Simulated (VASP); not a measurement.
# BP (I-4m2) in VASP: a series of runs

BP is run at these levels: LDA; tasks: single point.

All numbers are computed with VASP 6.6.1; they aren't measurements. Logs are shortened: lines on timing, memory, paths and dates and some standing lists are left out, and cuts for length are marked.

**1. The cell of the first run**

Symmetry: I-4m2, No. 119, tetragonal system. Conventional cell: a = 3.080 Å, b = 3.080 Å, c = 4.901 Å, α = 90.00°, β = 90.00°, γ = 90.00°. B (site symmetry -4m2) has 4 P at 1.97 Å within 2.6 Å. Within 2.6 Å of P (site symmetry -4m2) lie 4 B at 1.97 Å.

**2. Single point, LDA (strain -0.040 along x and y, +0.080 along z)**

INCAR

```
ALGO = Normal
EDIFF = 1E-7
ENCUT = 520
GGA = CA
ISIF = 2
ISMEAR = 0
LASPH = True
LCHARG = False
LREAL = False
LWAVE = False
NBANDS = 11
NELM = 60
PREC = Accurate
SIGMA = 0.05
```

KPOINTS

```
k-points
0
Gamma
  10 10 10
```

POSCAR

```
BP
1.0
    0.0000000000      2.1782400000      2.4505200000
    2.1782400000      0.0000000000      2.4505200000
    2.1782400000      2.1782400000      0.0000000000
B P
1 1
Direct
    0.0000000000      0.0000000000      0.0000000000
    0.7500000000      0.7500000000      0.7500000000
```

Potentials or basis: VASP PAW LDA potentials, release 64 (B, P).

The run is started by

```
$ cat potpaw_LDA.64/B/POTCAR potpaw_LDA.64/P/POTCAR > POTCAR
$ mpirun -np 1 vasp_std > vasp.out
```

OUTCAR:

```text
EDIFF = 1E-7
   ENCUT = 520
   GGA = CA
   ISIF = 2
   ISMEAR = 0
   LASPH = True
   LREAL = False
   NELM = 60
   PREC = Accurate

 ion  position               nearest neighbor table
   1  0.000  0.000  0.000-   2 1.97   2 1.97   2 1.97   2 1.97
   2  0.750  0.750  0.750-   1 1.97   1 1.97   1 1.97   1 1.97

  LATTYP: Found a body centered tetragonal cell.
 ALAT       =     3.0804965501
 C/A-ratio  =     1.5909902577

  Lattice vectors:

 A1 = (  -2.1782400000,   0.0000000000,   2.4505200000)
 A2 = (   2.1782400000,   0.0000000000,   2.4505200000)
 A3 = (   0.0000000000,   2.1782400000,  -2.4505200000)

Analysis of symmetry for initial positions (statically):
=====================================================================
 Subroutine PRICEL returns:
 Original cell was already a primitive cell.

 Routine SETGRP: Setting up the symmetry group for a
 body centered tetragonal supercell.

 Subroutine GETGRP returns: Found  8 space group operations
 (whereof  8 operations were pure point group operations)
 out of a pool of 16 trial point group operations.

The static configuration has the point symmetry D_2d.

Analysis of symmetry for dynamics (positions and initial velocities):
=====================================================================
 Subroutine PRICEL returns:
 Original cell was already a primitive cell.

 Routine SETGRP: Setting up the symmetry group for a
 body centered tetragonal supercell.

 Subroutine GETGRP returns: Found  8 space group operations
 (whereof  8 operations were pure point group operations)
 out of a pool of 16 trial point group operations.

The dynamic configuration has the point symmetry D_2d.

 Subroutine INISYM returns: Found  8 space group operations
 (whereof  8 operations are pure point group operations),
 and found     1 'primitive' translations

----------------------------------------------------------------------------------------

                                     Primitive cell

  volume of cell :      23.2541

  direct lattice vectors                    reciprocal lattice vectors
     0.000000000  2.178240000  2.450520000    -0.229543117  0.229543117  0.204038327
     2.178240000  0.000000000  2.450520000     0.229543117 -0.229543117  0.204038327
     2.178240000  2.178240000  0.000000000     0.229543117  0.229543117 -0.204038327

  length of vectors
     3.278685372  3.278685372  3.080496550     0.383421079  0.383421079  0.383421079

  position of ions in fractional coordinates (direct lattice)
     0.000000000  0.000000000  0.000000000
     0.750000000  0.750000000  0.750000000

  ion indices of the primitive-cell ions
[... 85 lines left out ...]
   PSTRESS=    0.0 pullay stress
   NELECT =       8.0000    total number of electrons
   NUPDOWN=      -1.0000    fix difference up-down
   EMIN   =  10.00;   EMAX   =-10.00  energy-range for DOS
   EFERMI =   0.00;   METHOD = LEGACY
   ISMEAR =     0;   SIGMA  =   0.05  broadening in eV -4-tet -1-fermi 0-gaus
   EFERMI_NEDOS =   21; number of points for ismear=-14 and -15
   IALGO  =     38    algorithm
   IMIX   =      4    mixing-type and parameters
     AMIX     =   0.40;   BMIX     =  1.00
     AMIX_MAG =   1.60;   BMIX_MAG =  1.00
  volume/ion in A,a.u.               =      11.63        78.46
  Fermi-wavevector in a.u.,A,eV,Ry     =   1.147110  2.167723 17.903369  1.315860
  Thomas-Fermi vector in A             =   2.283791
   LORBIT       =      0    0 simple, 1 ext, 2 COOP (PROOUT), +10 PAW based schemes
   GGA     = CA    functional components
   LHFCALC =     F    Hartree Fock is set to
   AEXX    =    0.0000 exact exchange contribution
   IVDW    =     0    specifies the selected vdW correction
   LEPSILON=     F    determine dielectric tensor
   LRPA    =     F    only Hartree local field effects (RPA)
 non-spin polarized calculation
 Gauss-broadening in eV      SIGMA  =   0.05
  energy-cutoff  :      520.00
  volume of cell :       23.25
 maximum number of plane-waves:       641
   NGX = 13   NGY = 13   NGZ = 11

 number of electron       8.0000001 magnetization

 Free energy of the ion-electron system (eV)
  ---------------------------------------------------
  ext. energy  EPLUGINS =         0.00000000
  ---------------------------------------------------
  free energy    TOTEN  =       -14.19170008 eV

  energy without entropy =      -14.19170003  energy(sigma->0) =      -14.19170005

 E-fermi :   8.0741     XC(G=0): -11.1185

 val. band max:        7.9336596486   @ k =   0.0000   0.0000   0.0000
 cond. band min:       8.2201875220   @ k =   0.4000   0.0000   0.4000
 fundamental gap:      0.2865278733
 Fermi energy:         8.0740582108

 k-point     1 :       0.0000    0.0000    0.0000
  band No.  band energies     occupation
      1      -7.9534      2.00000
      2       6.6130      2.00000
      3       7.9337      1.99993
      4       7.9337      1.99993
      5      10.7430      0.00000
      6      10.7430      0.00000
      7      11.3483      0.00000
      8      14.5642      0.00000
      9      17.9725      0.00000
     10      18.8718      0.00000
     11      20.6633      0.00000
[... 309 lines left out ...]
 k-point    24 :       0.4000    0.3000    0.0000
  band No.  band energies     occupation
      1      -5.4006      2.00000
      2       0.6273      2.00000
      3       3.9060      2.00000
      4       4.7744      2.00000
      5      10.2147      0.00000
      6      11.8926      0.00000
      7      16.6479      0.00000
      8      16.9735      0.00000
      9      20.3328      0.00000
     10      23.3625      0.00000
     11      23.5435      0.00000

 [... further k-points ...]

------------------------ aborting loop because EDIFF is reached ----------------------------------------

  FORCE on cell =-STRESS in cart. coord.  units (eV):
  Direction    XX          YY          ZZ          XY          YZ          ZX
  --------------------------------------------------------------------------------------
  -------------------------------------------------------------------------------------
  Total        1.0817321      1.0817321     -4.2100868      0.0000000      0.0000000      0.0000000
  in kB       74.5299129     74.5299129   -290.0694058      0.0000000      0.0000000      0.0000000
  external PRESSURE =     -47.0031933 kB  Pullay stress =       0.0000000 kB

 VOLUME and BASIS-vectors are now :
 -----------------------------------------------------------------------------
  energy-cutoff  :      520.00
  volume of cell :       23.25
      direct lattice vectors                 reciprocal lattice vectors
     0.000000000  2.178240000  2.450520000    -0.229543117  0.229543117  0.204038327
     2.178240000  0.000000000  2.450520000     0.229543117 -0.229543117  0.204038327
     2.178240000  2.178240000  0.000000000     0.229543117  0.229543117 -0.204038327

 POSITION                                       TOTAL-FORCE (eV/Angst)
 -----------------------------------------------------------------------------------
      0.00000      0.00000      0.00000         0.000000      0.000000     -0.000000
      3.26736      3.26736      3.67578         0.000000      0.000000      0.000000
 -----------------------------------------------------------------------------------
    total drift:                                0.000000      0.000000      0.000000

  FREE ENERGIE OF THE ION-ELECTRON SYSTEM (eV)
  ---------------------------------------------------
  free  energy   TOTEN  =       -14.1917000766 eV

  energy  without entropy=      -14.1917000334  energy(sigma->0) =      -14.19170005
```

stdout:

```text
POSCAR found type information on POSCAR B P
 POSCAR found :  2 types and       2 ions
 scaLAPACK will be used
 LDA part: xc-table for (Slater(with rela. corr.)+CA(PZ))
 , standard interpolation
 POSCAR, INCAR and KPOINTS ok, starting setup
 FFT: planning ... GRIDC
 FFT: planning ... GRID_SOFT
 FFT: planning ... GRID
 WAVECAR not read
 entering main loop
```

Wall time 6.2 s (1 thread of Intel Xeon 6975P-C (Granite Rapids), shared host); peak memory 0.13 GiB.

What came out:

* Free energy: -14.1917 eV
* Pressure: -4.7 GPa
* Band gap on the k mesh: 0.29 eV, indirect (least direct gap 2.81 eV)

Stress tensor (GPa, compression positive):
```
  7.45   0.00   0.00
  0.00   7.45   0.00
  0.00   0.00 -29.01
```

Caveat: the cell differs from its parent crystal (strain -0.040 along x and y, +0.080 along z). A k mesh can miss the band edges.

**3. Single point, LDA (strain +0.080 along x and y, -0.080 along z)**

INCAR

```
SYSTEM = BP
PREC = Accurate ; ENCUT = 520
EDIFF = 1E-6 ; ISMEAR = 0
SIGMA = 0.05 ; LREAL = .FALSE.
LASPH = .TRUE. ; NELM = 60
ALGO = Normal ; ISIF = 2
LWAVE = .FALSE. ; LCHARG = .TRUE.
LELF = .TRUE. ; LVHAR = .TRUE.
NBANDS = 11
```

KPOINTS

```
regular mesh
0
G
  10 10 10
  0 0 0
```

POSCAR

```
BP
1.0
    0.0000000000      2.4505200000      2.0874800000
    2.4505200000      0.0000000000      2.0874800000
    2.4505200000      2.4505200000      0.0000000000
B P
1 1
Direct
    0.0000000000      0.0000000000      0.0000000000
    0.7500000000      0.7500000000      0.7500000000
```

Potentials or basis: VASP PAW LDA potentials, release 64 (B, P).

The run is started by

```
$ cat potpaw_LDA.64/B/POTCAR potpaw_LDA.64/P/POTCAR > POTCAR
$ mpirun -np 1 vasp_std > vasp.out
```

Wall time 7.7 s (1 thread of Intel Xeon 6975P-C (Granite Rapids), shared host); peak memory 0.14 GiB.

The run converged. Its results:

```
Free energy            : -13.9914 eV
Pressure               : -15.2 GPa
Band gap on the k mesh : zero (band 4 reaches 7.47 eV, above the bottom of band 5 at 6.57 eV)
```

Stress tensor (GPa, compression positive):
```
-25.41   0.00   0.00
  0.00 -25.41   0.00
  0.00   0.00   5.16
```

Levels at points of the mesh, in eV from the Fermi level:
| k point | band 2 | band 3 | band 4 | band 5 | band 6 | band 7 |
| --- | --- | --- | --- | --- | --- | --- |
| (0.00, 0.00, 0.00) | -0.75 | -0.75 | 0.51 | 2.46 | 3.40 | 3.40 |
| (0.50, 0.00, 0.00) | -8.83 | -2.82 | -1.21 | 2.02 | 3.61 | 5.95 |
| (0.50, 0.50, 0.00) | -7.50 | -5.13 | -5.13 | -0.01 | 0.02 | 10.91 |
| (0.50, 0.00, 0.50) | -8.90 | -3.68 | -3.43 | 1.81 | 2.05 | 9.20 |

Caveat: the cell differs from its parent crystal (strain +0.080 along x and y, -0.080 along z).

(Part 1 of 2 ends here.)
